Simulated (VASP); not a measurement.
# TePb (Pm-3m) in VASP: settings compared

Aim: see how the results for TePb move with the level of theory and the settings. Levels: RPBE+D4, BLYP+D3(BJ). Tasks: relaxation of cell and atoms.

All numbers are computed with VASP 6.6.1; they aren't measurements. Logs are shortened: lines on timing, memory, paths and dates and some standing lists are left out, and cuts for length are marked.

### 1 The cell of the first run

Symmetry: Pm-3m, No. 221, cubic system. Conventional cell: a = 4.002 Å, b = 4.002 Å, c = 4.002 Å, α = 90.00°, β = 90.00°, γ = 90.00°. Pb (site symmetry m-3m) has 8 Te at 3.47 Å and 6 Pb at 4.00 Å within 4.6 Å. Te (site symmetry m-3m) has 8 Pb at 3.47 Å and 6 Te at 4.00 Å within 4.6 Å.

### 2 Relaxation of cell and atoms, RPBE+D4

Contents of INCAR:

```
SYSTEM = TePb
ALGO = Normal
EDIFF = 1E-7
EDIFFG = -0.01
ENCUT = 600
GGA = RP
IBRION = 2
ISIF = 3
ISMEAR = -1
IVDW = 13
LASPH = .True.
LCHARG = .False.
LREAL = .False.
LWAVE = .False.
NELM = 60
NSW = 80
PREC = Accurate
SIGMA = 0.05
```

Contents of KPOINTS:

```
k-points
0
Gamma
  7 7 7
  0 0 0
```

Contents of POSCAR:

```
TePb
1.0
    4.0022870000      0.0000000000      0.0000000000
    0.0000000000      4.0022870000      0.0000000000
    0.0000000000      0.0000000000      4.0022870000
Pb Te
1 1
Direct
    0.0000000000      0.0000000000      0.0000000000
    0.5000000000      0.5000000000      0.5000000000
```

Potentials or basis: VASP PAW PBE potentials, release 64 (Pb_d, Te).

Launch:

```bash
$ cat potpaw_PBE.64/Pb_d/POTCAR potpaw_PBE.64/Te/POTCAR > POTCAR
$ mpirun -np 1 vasp_std > vasp.out
```

OUTCAR:

```text
SYSTEM = TePb
   EDIFF = 1E-7
   EDIFFG = -0.01
   ENCUT = 600
   GGA = RP
   IBRION = 2
   ISIF = 3
   ISMEAR = -1
   IVDW = 13
   LASPH = .True.
   LREAL = .False.
   NELM = 60
   NSW = 80
   PREC = Accurate

 ion  position               nearest neighbor table
   1  0.000  0.000  0.000-   2 3.47   2 3.47   2 3.47   2 3.47   2 3.47   2 3.47   2 3.47   2 3.47

   2  0.500  0.500  0.500-   1 3.47   1 3.47   1 3.47   1 3.47   1 3.47   1 3.47   1 3.47   1 3.47

  LATTYP: Found a simple cubic cell.
 ALAT       =     4.0022870000

  Lattice vectors:

 A1 = (   4.0022870000,   0.0000000000,   0.0000000000)
 A2 = (   0.0000000000,   4.0022870000,   0.0000000000)
 A3 = (   0.0000000000,   0.0000000000,   4.0022870000)

Analysis of symmetry for initial positions (statically):
=====================================================================
 Subroutine PRICEL returns:
 Original cell was already a primitive cell.

 Routine SETGRP: Setting up the symmetry group for a
 simple cubic supercell.

 Subroutine GETGRP returns: Found 48 space group operations
 (whereof 48 operations were pure point group operations)
 out of a pool of 48 trial point group operations.

The static configuration has the point symmetry O_h .

Analysis of symmetry for dynamics (positions and initial velocities):
=====================================================================
 Subroutine PRICEL returns:
 Original cell was already a primitive cell.

 Routine SETGRP: Setting up the symmetry group for a
 simple cubic supercell.

 Subroutine GETGRP returns: Found 48 space group operations
 (whereof 48 operations were pure point group operations)
 out of a pool of 48 trial point group operations.

The dynamic configuration has the point symmetry O_h .

 Subroutine INISYM returns: Found 48 space group operations
 (whereof 48 operations are pure point group operations),
 and found     1 'primitive' translations

----------------------------------------------------------------------------------------

                                     Primitive cell

  volume of cell :      64.1098

  direct lattice vectors                    reciprocal lattice vectors
     4.002287000  0.000000000  0.000000000     0.249857144  0.000000000  0.000000000
     0.000000000  4.002287000  0.000000000     0.000000000  0.249857144  0.000000000
     0.000000000  0.000000000  4.002287000     0.000000000  0.000000000  0.249857144

  length of vectors
     4.002287000  4.002287000  4.002287000     0.249857144  0.249857144  0.249857144

  position of ions in fractional coordinates (direct lattice)
     0.000000000  0.000000000  0.000000000
     0.500000000  0.500000000  0.500000000

  ion indices of the primitive-cell ions
   primitive index   ion index
                 1           1
                 2           2

----------------------------------------------------------------------------------------

 KPOINTS: k-points

Automatic generation of k-mesh.
 Grid dimensions read from file:
 generate k-points for:    7    7    7

 Generating k-lattice:

  Cartesian coordinates                     Fractional coordinates (reciprocal lattice)
     0.035693878  0.000000000  0.000000000     0.142857143  0.000000000  0.000000000
     0.000000000  0.035693878  0.000000000     0.000000000  0.142857143  0.000000000
     0.000000000  0.000000000  0.035693878     0.000000000  0.000000000  0.142857143

  Length of vectors
     0.035693878  0.035693878  0.035693878

  Shift w.r.t. Gamma in fractional coordinates (k-lattice)
     0.000000000  0.000000000  0.000000000

 Subroutine IBZKPT returns following result:
 ===========================================

 Found     20 irreducible k-points:

 Following reciprocal coordinates:
            Coordinates               Weight
  0.000000  0.000000  0.000000      1.000000
  0.142857  0.000000  0.000000      6.000000
  0.285714  0.000000  0.000000      6.000000
  0.428571  0.000000  0.000000      6.000000
  0.142857  0.142857  0.000000     12.000000
  0.285714  0.142857  0.000000     24.000000
[... 12 lines left out ...]
  0.428571  0.428571  0.285714     24.000000
  0.428571  0.428571  0.428571      8.000000
   k-points           NKPTS =     20   k-points in BZ     NKDIM =     20   number of bands    NBANDS=     14
   number of dos      NEDOS =    301   number of ions     NIONS =      2
   total plane-waves  NPLWV =  32768
   dimension x,y,z NGX =    32 NGY =   32 NGZ =   32
   dimension x,y,z NGXF=    64 NGYF=   64 NGZF=   64
   ions per type =               1   1
   NGX,Y,Z   is equivalent  to a cutoff of  13.29, 13.29, 13.29 a.u.
   NGXF,Y,Z  is equivalent  to a cutoff of  26.58, 26.58, 26.58 a.u.
 SYSTEM =  TePb
   PREC   = accura    normal or accurate (medium, high low for compatibility)
   ISTART =      0    job   : 0-new  1-cont  2-samecut
   ICHARG =      2    charge: 1-file 2-atom 10-const
   ISPIN  =      1    spin polarized calculation?
   LNONCOLLINEAR =      F non collinear calculations
   LSORBIT =      F    spin-orbit coupling
   LASPH  =      T    aspherical Exc in radial PAW
   ENCUT  =  600.0 eV  44.10 Ry    6.64 a.u.   7.99  7.99  7.99*2*pi/ulx,y,z
   NELM   =     60;   NELMIN=  2; NELMDL= -5     # of ELM steps
   EDIFF  = 0.1E-06   stopping-criterion for ELM
   LREAL  =      F    real-space projection
   EDIFFG = -.1E-01   stopping-criterion for IOM
   NSW    =     80    number of steps for IOM
   IBRION =      2    ionic relax: 0-MD 1-quasi-New 2-CG
   NFREE  =      1    steps in history (QN), initial steepest desc. (CG)
   ISIF   =      3    stress and relaxation
   ISYM   =      2    0-nonsym 1-usesym 2-fastsym
   POTIM  = 0.5000    time-step for ionic-motion
   TEBEG  =    0.0;   TEEND  =   0.0 temperature during run
   PSTRESS=    0.0 pullay stress
   NELECT =      20.0000    total number of electrons
   NUPDOWN=      -1.0000    fix difference up-down
   EMIN   =  10.00;   EMAX   =-10.00  energy-range for DOS
   EFERMI =   0.00;   METHOD = LEGACY
   ISMEAR =    -1;   SIGMA  =   0.05  broadening in eV -4-tet -1-fermi 0-gaus
   EFERMI_NEDOS =   21; number of points for ismear=-14 and -15
   IALGO  =     38    algorithm
   IMIX   =      4    mixing-type and parameters
     AMIX     =   0.40;   BMIX     =  1.00
     AMIX_MAG =   1.60;   BMIX_MAG =  1.00
  volume/ion in A,a.u.               =      32.05       216.32
  Fermi-wavevector in a.u.,A,eV,Ry     =   1.110307  2.098177 16.773027  1.232783
  Thomas-Fermi vector in A             =   2.246857
   LORBIT       =      0    0 simple, 1 ext, 2 COOP (PROOUT), +10 PAW based schemes
   GGA     = RP    functional components
   LHFCALC =     F    Hartree Fock is set to
   AEXX    =    0.0000 exact exchange contribution
   IVDW    =    13    specifies the selected vdW correction
   LEPSILON=     F    determine dielectric tensor
   LRPA    =     F    only Hartree local field effects (RPA)
 conjugate gradient relaxation of ions
 non-spin polarized calculation
  energy-cutoff  :      600.00
  volume of cell :       64.11
 maximum number of plane-waves:      2170
 NGX is ok and might be reduce to    32
   NGX = 15   NGY = 15   NGZ = 15

--------------------------------------- Ionic step        1  -------------------------------------------

 number of electron      20.0000004 magnetization

 Free energy of the ion-electron system (eV)
  ---------------------------------------------------
  ext. energy  EPLUGINS =         0.00000000
  ---------------------------------------------------
  free energy    TOTEN  =        -6.33124961 eV

  energy without entropy =       -6.31856032  energy(sigma->0) =       -6.32490496

------------------------ aborting loop because EDIFF is reached ----------------------------------------

  DFT-D4 for vdW energy calculation

  Edisp (eV):   -1.74772

  FORCE on cell =-STRESS in cart. coord.  units (eV):
  Direction    XX          YY          ZZ          XY          YZ          ZX
  --------------------------------------------------------------------------------------
  -------------------------------------------------------------------------------------
  Total       3.02047     3.02047     3.02047     0.00000     0.00000    -0.00000
  in kB      75.48494    75.48494    75.48494     0.00000     0.00000    -0.00000
  external pressure =       75.48 kB  Pullay stress =        0.00 kB
[... 21 lines left out ...]
  energy  without entropy=       -8.0662811759  energy(sigma->0) =       -8.07262582

--------------------------------------- Ionic step        2  -------------------------------------------

 number of electron      20.0000013 magnetization

 E-fermi :   4.4170     XC(G=0):  -8.6280

 val. band max:        4.3613430604   @ k =   0.4286   0.2857   0.0000
 cond. band min:       4.4896250174   @ k =   0.4286   0.4286   0.0000
 fundamental gap:      0.1282819570
 Fermi energy:         4.4169514971

 k-point     1 :       0.0000    0.0000    0.0000
  band No.  band energies     occupation
      1     -13.0880      2.00000
      2     -13.0880      2.00000
      3     -13.0440      2.00000
      4     -13.0440      2.00000
      5     -13.0440      2.00000
      6      -6.6179      2.00000
      7      -2.9785      2.00000
      8       3.2102      2.00000
      9       3.2102      2.00000
     10       3.2102      2.00000
     11       8.3737      0.00000
     12       8.3737      0.00000
     13       8.3737      0.00000
     14       8.6767      0.00000
[... 598 lines left out ...]
  energy  without entropy=       -8.0846638784  energy(sigma->0) =       -8.09067123

--------------------------------------- Ionic step        9  -------------------------------------------

 number of electron      20.0000005 magnetization

 Free energy of the ion-electron system (eV)
  ---------------------------------------------------
  ext. energy  EPLUGINS =         0.00000000
  ---------------------------------------------------
  free energy    TOTEN  =        -6.33759149 eV

  energy without entropy =       -6.32556344  energy(sigma->0) =       -6.33157747

 E-fermi :   6.3772     XC(G=0):  -9.5236

 val. band max:        6.3615309961   @ k =   0.4286   0.2857   0.0000
 cond. band min:       6.4307485273   @ k =   0.4286   0.4286   0.2857
 fundamental gap:      0.0692175312
 Fermi energy:         6.3772365120

 k-point     1 :       0.0000    0.0000    0.0000
  band No.  band energies     occupation
      1     -10.8973      2.00000
      2     -10.8973      2.00000
      3     -10.8166      2.00000
      4     -10.8166      2.00000
      5     -10.8166      2.00000
      6      -5.6965      2.00000
      7      -0.4275      2.00000
      8       4.8280      2.00000
      9       4.8280      2.00000
     10       4.8280      2.00000
     11      10.4005      0.00000
     12      10.4005      0.00000
     13      11.5520      0.00000
     14      11.5520      0.00000
[... 354 lines left out ...]
  FREE ENERGIE OF THE ION-ELECTRON SYSTEM (eV)
  ---------------------------------------------------
  free  energy   TOTEN  =        -8.0966786941 eV

  energy  without entropy=       -8.0846506410  energy(sigma->0) =       -8.09066467

 reached required accuracy - stopping structural energy minimisation
```

Run time: 46 s. Hardware: 1 thread of Intel Xeon 6975P-C (Granite Rapids), shared host; peak memory 0.2 GiB.

What came out:

| Quantity | Value |
| --- | --- |
| Free energy | -8.0967 eV |
| Relaxed volume | 32.46 Å³/atom |
| Relaxed cell | a = 4.019 Å, b = 4.019 Å, c = 4.019 Å, α = 90.00°, β = 90.00°, γ = 90.00° |
| Space group after relaxing (to 0.05 Å) | Pm-3m (No. 221) |
| Energy gained by relaxing | 8.9 meV/atom |
| Ionic steps | 9 |
| Pressure after relaxing | 0.0 GPa |
| Band gap on the k mesh | zero (band 10 reaches 6.53 eV, above the bottom of band 11 at 5.80 eV) |
| Dispersion energy per atom | -0.880 eV |

Step by step:
```csv
step,energy change (eV),largest force (eV/Å),pressure (GPa),volume (Å³)
1,0.0000,0.0000,7.55,64.11
2,0.2830,0.0000,-6.73,79.17
3,0.0342,0.0000,-3.03,67.90
4,0.0102,0.0000,-3.41,66.76
5,-0.0142,0.0000,-2.00,65.42
6,-0.0172,0.0000,1.12,64.76
7,-0.0176,0.0000,-0.39,65.00
8,-0.0177,0.0000,-0.05,64.94
9,-0.0177,0.0000,0.05,64.92
```

Final structure:
```yaml
crystal:
  lattice:
    - [4.01909, 0.00000, 0.00000]
    - [0.00000, 4.01909, 0.00000]
    - [0.00000, 0.00000, 4.01909]
  atoms:
    - { symbol: Pb, position: [0.00000, 0.00000, 0.00000] }
    - { symbol: Te, position: [0.50000, 0.50000, 0.50000] }
```

Caveat: the PAW data sets were made with another functional, which shifts forces and pressure a little; spin-orbit coupling is left out, which moves the levels of the heavy elements; pairwise dispersion overbinds metals, which lowers pressure and volume.

### 3 Relaxation of cell and atoms, BLYP+D3(BJ)

Contents of INCAR:

```
SYSTEM = TePb
AGGAC = 1.0
AGGAX = 1.0
ALDAC = 0.0
ALDAX = 1.0
ALGO = Normal
EDIFF = 1E-6
EDIFFG = -0.01
ENCUT = 600
GGA = B5
IBRION = 2
ISIF = 3
ISMEAR = -1
IVDW = 12
LASPH = .TRUE.
LCHARG = .FALSE.
LREAL = .FALSE.
LWAVE = .FALSE.
NELM = 60
NSW = 80
PREC = Accurate
SIGMA = 0.05
VDW_A1 = 0.4298
VDW_A2 = 4.2359
VDW_S6 = 1.0
VDW_S8 = 2.6996
```

Contents of KPOINTS:

```
k-points
0
G
  7 7 7
  0 0 0
```

POSCAR is that of step 2.

Potentials or basis: VASP PAW PBE potentials, release 64 (Pb_d, Te).

Launch:

```bash
$ cat potpaw_PBE.64/Pb_d/POTCAR potpaw_PBE.64/Te/POTCAR > POTCAR
$ mpirun -np 1 vasp_std > vasp.out
```

OUTCAR:

```text
SYSTEM = TePb
   EDIFF = 1E-6
   EDIFFG = -0.01
   ENCUT = 600
   GGA = B5
   IBRION = 2
   ISIF = 3
   ISMEAR = -1
   IVDW = 12
   LASPH = .TRUE.
   LREAL = .FALSE.
   NELM = 60
   NSW = 80
   PREC = Accurate
 IVDW          = 12

 ion  position               nearest neighbor table
   1  0.000  0.000  0.000-   2 3.47   2 3.47   2 3.47   2 3.47   2 3.47   2 3.47   2 3.47   2 3.47

   2  0.500  0.500  0.500-   1 3.47   1 3.47   1 3.47   1 3.47   1 3.47   1 3.47   1 3.47   1 3.47

  LATTYP: Found a simple cubic cell.
 ALAT       =     4.0022870000

  Lattice vectors:

 A1 = (   4.0022870000,   0.0000000000,   0.0000000000)
 A2 = (   0.0000000000,   4.0022870000,   0.0000000000)
 A3 = (   0.0000000000,   0.0000000000,   4.0022870000)

Analysis of symmetry for initial positions (statically):
=====================================================================
 Subroutine PRICEL returns:
 Original cell was already a primitive cell.

 Routine SETGRP: Setting up the symmetry group for a
 simple cubic supercell.

 Subroutine GETGRP returns: Found 48 space group operations
 (whereof 48 operations were pure point group operations)
 out of a pool of 48 trial point group operations.

The static configuration has the point symmetry O_h .

Analysis of symmetry for dynamics (positions and initial velocities):
[... 136 lines left out ...]
   LRPA    =     F    only Hartree local field effects (RPA)
 conjugate gradient relaxation of ions
 non-spin polarized calculation
  energy-cutoff  :      600.00
  volume of cell :       64.11
 maximum number of plane-waves:      2170
 NGX is ok and might be reduce to    32
   NGX = 15   NGY = 15   NGZ = 15

--------------------------------------- Ionic step        1  -------------------------------------------

 number of electron      20.0000004 magnetization

 Free energy of the ion-electron system (eV)
  ---------------------------------------------------
  ext. energy  EPLUGINS =         0.00000000
  ---------------------------------------------------
  free energy    TOTEN  =        -5.69795713 eV

  energy without entropy =       -5.68629386  energy(sigma->0) =       -5.69212550

------------------------ aborting loop because EDIFF is reached ----------------------------------------

 Edisp (eV)   -2.02375

 E8    (eV) :    -1.5579
[... 191 lines left out ...]
--------------------------------------- Ionic step        6  -------------------------------------------

 number of electron      20.0000005 magnetization

 Free energy of the ion-electron system (eV)
  ---------------------------------------------------
  ext. energy  EPLUGINS =         0.00000000
  ---------------------------------------------------
  free energy    TOTEN  =        -5.75744691 eV

  energy without entropy =       -5.74808251  energy(sigma->0) =       -5.75276471

 E-fermi :   6.2433     XC(G=0):  -8.8240

 val. band max:        6.2040025008   @ k =   0.4286   0.2857   0.0000
 cond. band min:       6.3446770866   @ k =   0.4286   0.4286   0.2857
 fundamental gap:      0.1406745858
 Fermi energy:         6.2432654492

 k-point     1 :       0.0000    0.0000    0.0000
  band No.  band energies     occupation
      1     -11.0285      2.00000
      2     -11.0285      2.00000
      3     -10.9615      2.00000
      4     -10.9615      2.00000
      5     -10.9615      2.00000
      6      -5.5900      2.00000
      7      -0.8704      2.00000
      8       4.7690      2.00000
      9       4.7690      2.00000
     10       4.7690      2.00000
     11      10.6342      0.00000
     12      10.6342      0.00000
     13      10.9279      0.00000
     14      10.9279      0.00000
[... 354 lines left out ...]
  FREE ENERGIE OF THE ION-ELECTRON SYSTEM (eV)
  ---------------------------------------------------
  free  energy   TOTEN  =        -7.7948564884 eV

  energy  without entropy=       -7.7854920911  energy(sigma->0) =       -7.79017429

 reached required accuracy - stopping structural energy minimisation
```

Run time: 57 s. Hardware: 1 thread of Intel Xeon 6975P-C (Granite Rapids), shared host; peak memory 0.21 GiB.

Results:

```
Free energy                            : -7.7949 eV
Relaxed volume                         : 33.93 Å³/atom
Relaxed cell                           : a = 4.079 Å, b = 4.079 Å, c = 4.079 Å, α = 90.00°, β = 90.00°, γ = 90.00°
Space group after relaxing (to 0.05 Å) : Pm-3m (No. 221)
Energy gained by relaxing              : 36.6 meV/atom
Ionic steps                            : 6
Pressure after relaxing                : 0.0 GPa
Band gap on the k mesh                 : zero (band 10 reaches 6.36 eV, above the bottom of band 11 at 5.78 eV)
Dispersion energy per atom             : -1.019 eV
```

The path:
```
step  energy change (eV)  largest force (eV/Å)  pressure (GPa)  volume (Å³)
   1              0.0000                0.0000            0.23        64.11
   2             -0.0014                0.0000            0.90        64.55
   3             -0.0259                0.0000            5.29        65.87
   4             -0.0680                0.0000           -2.09        68.56
   5             -0.0731                0.0000            0.27        67.77
   6             -0.0732                0.0000           -0.04        67.86
```

Final structure:
```
CELL_PARAMETERS angstrom
4.07880 0.00000 0.00000
0.00000 4.07880 0.00000
0.00000 0.00000 4.07880
ATOMIC_POSITIONS crystal
Pb 0.00000 0.00000 0.00000
Te 0.50000 0.50000 0.50000
```

Caveat: the PAW data sets were made with another functional, which shifts forces and pressure a little; spin-orbit coupling is left out, which moves the levels of the heavy elements; pairwise dispersion overbinds metals, which lowers pressure and volume.
